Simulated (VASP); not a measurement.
# Ir (P6_3/mmc) in VASP: a series of runs

Ir is run at these levels: PBE+D3(BJ), PBEsol, PBE; tasks: single point.

Program: VASP 6.6.1. These are calculated values, not measurements. Logs are shortened: lines on timing, memory, paths and dates and some standing lists are left out, and cuts for length are marked.

## Step 1: The cell of the first run

The structure is hexagonal, space group P6_3/mmc (No. 194). The conventional cell has a = 2.751 Å, b = 2.751 Å, c = 4.462 Å, α = 90.00°, β = 90.00°, γ = 120.00°. Within 3.6 Å of Ir (site symmetry -6m2) lie 12 Ir at 2.74 to 2.75 Å.

## Step 2: Single point, PBE+D3(BJ)

Input file INCAR:

```
SYSTEM = Ir
  PREC = Accurate
  ENCUT = 500
  EDIFF = 1E-6
  ISMEAR = -5
  SIGMA = 0.1
  LREAL = .False.
  LASPH = .True.
  NELM = 120
  ALGO = Normal
  ISIF = 2
  LWAVE = .False.
  LCHARG = .False.
  GGA = PE
  IVDW = 12
  NBANDS = 16
  GGA_COMPAT = .False.
```

Input file KPOINTS:

```
regular mesh
0
Gamma
  6 6 4
  0 0 0
```

Input file POSCAR:

```
Ir
1.0
    2.7513778946      0.0000000000      0.0000000000
   -1.3756889473      2.3827631521      0.0000000000
    0.0000000000      0.0000000000      4.4622900000
Ir
2
Direct
    0.6666666667      0.3333333333      0.7500000000
    0.3333333333      0.6666666667      0.2500000000
```

Potentials or basis: VASP PAW PBE potentials, release 64 (Ir).

Launch:

```
$ cat potpaw_PBE.64/Ir/POTCAR > POTCAR
$ mpirun -np 1 vasp_std > vasp.out
```

OUTCAR:

```text
SYSTEM = Ir
   PREC = Accurate
   ENCUT = 500
   EDIFF = 1E-6
   ISMEAR = -5
   LREAL = .False.
   LASPH = .True.
   NELM = 120
   ISIF = 2
   GGA = PE
   IVDW = 12
 IVDW          = 12

 ion  position               nearest neighbor table
   1  0.667  0.333  0.750-   2 2.74   2 2.74   2 2.74   2 2.74   2 2.74   2 2.74
   2  0.333  0.667  0.250-   1 2.74   1 2.74   1 2.74   1 2.74   1 2.74   1 2.74

  LATTYP: Found a hexagonal cell.
 ALAT       =     2.7513778946
 C/A-ratio  =     1.6218382828

  Lattice vectors:

 A1 = (   2.7513778946,   0.0000000000,   0.0000000000)
 A2 = (  -1.3756889473,   2.3827631521,   0.0000000000)
 A3 = (   0.0000000000,   0.0000000000,   4.4622900000)

Analysis of symmetry for initial positions (statically):
=====================================================================
 Subroutine PRICEL returns:
 Original cell was already a primitive cell.

 Routine SETGRP: Setting up the symmetry group for a
 hexagonal supercell.

 Subroutine GETGRP returns: Found 24 space group operations
 (whereof 12 operations were pure point group operations)
 out of a pool of 24 trial point group operations.

The static configuration has the point symmetry D_3d.
 The point group associated with its full space group is D_6h.

Analysis of symmetry for dynamics (positions and initial velocities):
=====================================================================
 Subroutine PRICEL returns:
 Original cell was already a primitive cell.

 Routine SETGRP: Setting up the symmetry group for a
 hexagonal supercell.

 Subroutine GETGRP returns: Found 24 space group operations
 (whereof 12 operations were pure point group operations)
 out of a pool of 24 trial point group operations.

The dynamic configuration has the point symmetry D_3d.
 The point group associated with its full space group is D_6h.

 Subroutine INISYM returns: Found 24 space group operations
 (whereof 12 operations are pure point group operations),
 and found     1 'primitive' translations

----------------------------------------------------------------------------------------

                                     Primitive cell

  volume of cell :      29.2542

  direct lattice vectors                    reciprocal lattice vectors
     2.751377895  0.000000000  0.000000000     0.363454254  0.209840411  0.000000000
    -1.375688947  2.382763152  0.000000000     0.000000000  0.419680823  0.000000000
     0.000000000  0.000000000  4.462290000     0.000000000  0.000000000  0.224100182

  length of vectors
     2.751377895  2.751377895  4.462290000     0.419680823  0.419680823  0.224100182

  position of ions in fractional coordinates (direct lattice)
     0.666666667  0.333333333  0.750000000
     0.333333333  0.666666667  0.250000000

  ion indices of the primitive-cell ions
   primitive index   ion index
                 1           1
                 2           2

----------------------------------------------------------------------------------------

 KPOINTS: regular mesh

Automatic generation of k-mesh.
 Grid dimensions read from file:
 generate k-points for:    6    6    4

 Generating k-lattice:

  Cartesian coordinates                     Fractional coordinates (reciprocal lattice)
     0.060575709  0.034973402  0.000000000     0.166666667 -0.000000000  0.000000000
     0.000000000  0.069946804  0.000000000     0.000000000  0.166666667  0.000000000
     0.000000000  0.000000000  0.056025045     0.000000000  0.000000000  0.250000000

  Length of vectors
     0.069946804  0.069946804  0.056025045

  Shift w.r.t. Gamma in fractional coordinates (k-lattice)
     0.000000000  0.000000000  0.000000000

 TETIRR: Found    142 inequivalent tetrahedra from      864

 Subroutine IBZKPT returns following result:
 ===========================================

 Found     21 irreducible k-points:

 Following reciprocal coordinates:
            Coordinates               Weight
  0.000000  0.000000  0.000000      1.000000
  0.166667  0.000000  0.000000      6.000000
  0.333333  0.000000  0.000000      6.000000
  0.500000  0.000000  0.000000      3.000000
  0.166667  0.166667  0.000000      6.000000
  0.333333  0.166667  0.000000     12.000000
[... 13 lines left out ...]
  0.333333  0.166667  0.500000     12.000000
  0.333333  0.333333  0.500000      2.000000
   k-points           NKPTS =     21   k-points in BZ     NKDIM =     21   number of bands    NBANDS=     16
   number of dos      NEDOS =    301   number of ions     NIONS =      2
   total plane-waves  NPLWV =  14400
   dimension x,y,z NGX =    20 NGY =   20 NGZ =   36
   dimension x,y,z NGXF=    40 NGYF=   40 NGZF=   72
   ions per type =               2
   NGX,Y,Z   is equivalent  to a cutoff of  12.08, 12.08, 13.41 a.u.
   NGXF,Y,Z  is equivalent  to a cutoff of  24.17, 24.17, 26.82 a.u.
 SYSTEM =  Ir
   PREC   = accura    normal or accurate (medium, high low for compatibility)
   ISTART =      0    job   : 0-new  1-cont  2-samecut
   ICHARG =      2    charge: 1-file 2-atom 10-const
   ISPIN  =      1    spin polarized calculation?
   LNONCOLLINEAR =      F non collinear calculations
   LSORBIT =      F    spin-orbit coupling
   LASPH  =      T    aspherical Exc in radial PAW
   ENCUT  =  500.0 eV  36.75 Ry    6.06 a.u.   5.02  5.02  8.14*2*pi/ulx,y,z
   NELM   =    120;   NELMIN=  2; NELMDL= -5     # of ELM steps
   EDIFF  = 0.1E-05   stopping-criterion for ELM
   LREAL  =      F    real-space projection
   EDIFFG = 0.1E-04   stopping-criterion for IOM
   NSW    =      0    number of steps for IOM
   IBRION =     -1    ionic relax: 0-MD 1-quasi-New 2-CG
   NFREE  =      0    steps in history (QN), initial steepest desc. (CG)
   ISIF   =      2    stress and relaxation
   ISYM   =      2    0-nonsym 1-usesym 2-fastsym
   POTIM  = 0.5000    time-step for ionic-motion
   TEBEG  =    0.0;   TEEND  =   0.0 temperature during run
   PSTRESS=    0.0 pullay stress
   NELECT =      18.0000    total number of electrons
   NUPDOWN=      -1.0000    fix difference up-down
   EMIN   =  10.00;   EMAX   =-10.00  energy-range for DOS
   EFERMI =   0.00;   METHOD = LEGACY
   ISMEAR =    -5;   SIGMA  =   0.10  broadening in eV -4-tet -1-fermi 0-gaus
   EFERMI_NEDOS =   21; number of points for ismear=-14 and -15
   IALGO  =     38    algorithm
   IMIX   =      4    mixing-type and parameters
     AMIX     =   0.40;   BMIX     =  1.00
     AMIX_MAG =   1.60;   BMIX_MAG =  1.00
  volume/ion in A,a.u.               =      14.63        98.71
  Fermi-wavevector in a.u.,A,eV,Ry     =   1.392417  2.631287 26.379323  1.938826
  Thomas-Fermi vector in A             =   2.516162
   LORBIT       =      0    0 simple, 1 ext, 2 COOP (PROOUT), +10 PAW based schemes
   GGA     = PE    functional components
   LHFCALC =     F    Hartree Fock is set to
   AEXX    =    0.0000 exact exchange contribution
   IVDW    =    12    specifies the selected vdW correction
   LEPSILON=     F    determine dielectric tensor
   LRPA    =     F    only Hartree local field effects (RPA)
 non-spin polarized calculation
 Fermi weights with tetrahedron method with Bloechl corrections
  energy-cutoff  :      500.00
  volume of cell :       29.25
 maximum number of plane-waves:       756
 NGX is ok and might be reduce to    20
   NGX =  9   NGY =  9   NGZ = 17

 number of electron      18.0000000 magnetization

 Free energy of the ion-electron system (eV)
  ---------------------------------------------------
  ext. energy  EPLUGINS =         0.00000000
  ---------------------------------------------------
  free energy    TOTEN  =       -17.53253691 eV

  energy without entropy =      -17.53253691  energy(sigma->0) =      -17.53253691

 E-fermi :   9.8919     XC(G=0): -13.7910

 val. band max:       10.0056417744   @ k =   0.1667   0.1667   0.5000
 cond. band min:       9.8639414591   @ k =   0.1667   0.0000   0.5000
 fundamental gap:     -0.1417003153
 Fermi energy:         9.8918827940

 k-point     1 :       0.0000    0.0000    0.0000
  band No.  band energies     occupation
      1      -0.9274      2.00000
      2       2.1172      2.00000
      3       6.1629      2.00000
      4       6.3204      2.00000
      5       6.3204      2.00000
      6       6.9459      2.00000
[... 8 lines left out ...]
     15      26.3675      0.00000
     16      27.4007      0.00000

 k-point     2 :       0.1667    0.0000    0.0000
  band No.  band energies     occupation
      1       0.0702      2.00000
      2       2.9226      2.00000
      3       5.3697      2.00000
      4       6.1488      2.00000
      5       6.4208      2.00000
      6       7.1163      2.00000
[... 8 lines left out ...]
     15      27.1873      0.00000
     16      27.5231      0.00000

 k-point     3 :       0.3333    0.0000    0.0000
  band No.  band energies     occupation
      1       2.1027      2.00000
      2       3.1730      2.00000
      3       4.0787      2.00000
      4       5.6257      2.00000
      5       6.3168      2.00000
      6       6.4717      2.00000
[... 8 lines left out ...]
     15      23.5817      0.00000
     16      24.6554      0.00000

 k-point     4 :       0.5000    0.0000    0.0000
  band No.  band energies     occupation
      1       2.7264      2.00000
      2       2.8055      2.00000
      3       3.3376      2.00000
      4       5.9873      2.00000
      5       6.5181      2.00000
      6       6.6277      2.00000
[... 8 lines left out ...]
     15      20.8267      0.00000
     16      21.2930      0.00000
[... 267 lines left out ...]
 k-point    19 :       0.1667    0.1667    0.5000
  band No.  band energies     occupation
      1       3.0459      2.00000
      2       3.0459      2.00000
      3       4.8828      2.00000
      4       4.8828      2.00000
      5       5.6636      2.00000
      6       5.6636      2.00000
[... 8 lines left out ...]
     15      25.4115      0.00000
     16      25.4115      0.00000

 k-point    20 :       0.3333    0.1667    0.5000
  band No.  band energies     occupation
      1       3.0929      2.00000
      2       3.0929      2.00000
      3       4.7370      2.00000
      4       4.7370      2.00000
      5       6.5087      2.00000
      6       6.5087      2.00000
[... 8 lines left out ...]
     15      23.2261      0.00000
     16      23.2261      0.00000

 k-point    21 :       0.3333    0.3333    0.5000
  band No.  band energies     occupation
      1       3.8849      2.00000
      2       3.8849      2.00000
      3       4.7379      2.00000
      4       4.7379      2.00000
      5       5.9975      2.00000
      6       5.9975      2.00000
[... 8 lines left out ...]
     15      19.5691      0.00000
     16      19.5691      0.00000

------------------------ aborting loop because EDIFF is reached ----------------------------------------

 Edisp (eV)   -1.41998

 E8    (eV) :    -0.6619

  FORCE on cell =-STRESS in cart. coord.  units (eV):
  Direction    XX          YY          ZZ          XY          YZ          ZX
  --------------------------------------------------------------------------------------
  -------------------------------------------------------------------------------------
  Total      -1.31105    -1.31105    -2.46208     0.00000     0.00000     0.00000
  in kB     -71.80261   -71.80261  -134.84145     0.00000     0.00000     0.00000
  external pressure =      -92.82 kB  Pullay stress =        0.00 kB

 VOLUME and BASIS-vectors are now :
 -----------------------------------------------------------------------------
  energy-cutoff  :      500.00
  volume of cell :       29.25
      direct lattice vectors                 reciprocal lattice vectors
     2.751377895  0.000000000  0.000000000     0.363454254  0.209840411  0.000000000
    -1.375688947  2.382763152  0.000000000     0.000000000  0.419680823  0.000000000
     0.000000000  0.000000000  4.462290000     0.000000000  0.000000000  0.224100182

 POSITION                                       TOTAL-FORCE (eV/Angst)
 -----------------------------------------------------------------------------------
      1.37569      0.79425      3.34672        -0.000000      0.000000      0.000000
     -0.00000      1.58851      1.11557         0.000000      0.000000      0.000000
 -----------------------------------------------------------------------------------
    total drift:                                0.000000     -0.000000     -0.000000

  FREE ENERGIE OF THE ION-ELECTRON SYSTEM (eV)
  ---------------------------------------------------
  free  energy   TOTEN  =       -18.9525129124 eV

  energy  without entropy=      -18.9525129124  energy(sigma->0) =      -18.95251291
```

It took 9.3 s on 1 thread of Intel Xeon Platinum 8488C (Sapphire Rapids), shared host; peak memory 0.15 GiB.

What came out:

```
Free energy                : -18.9525 eV
Pressure                   : -9.3 GPa
Band gap on the k mesh     : zero (band 9 reaches 10.88 eV, above the bottom of band 10 at 7.74 eV)
Dispersion energy per atom : -0.710 eV
```

Levels at points of the mesh, in eV from the Fermi level:
```tsv
k point	band 6	band 7	band 8	band 9	band 10	band 11	band 12	band 13
(0.00, 0.00, 0.00)	-2.95	-2.95	-2.24	-2.24	-0.70	0.29	0.29	6.81
(0.50, 0.00, 0.00)	-3.26	-2.81	0.76	0.94	1.15	2.89	4.33	8.15
(0.00, 0.00, 0.50)	-3.70	-3.70	-3.70	-0.42	-0.42	-0.42	-0.42	13.63
(0.50, 0.00, 0.50)	-2.00	-0.87	-0.87	0.99	0.99	2.02	2.02	7.45
```

Caveat: the k points lie up to 0.44 Å⁻¹ apart; spin-orbit coupling is left out, which moves the levels of the heavy elements; pairwise dispersion overbinds metals, which lowers pressure and volume; tetrahedron occupations give inexact forces and stress in metals.

[end of part 1 of 2]
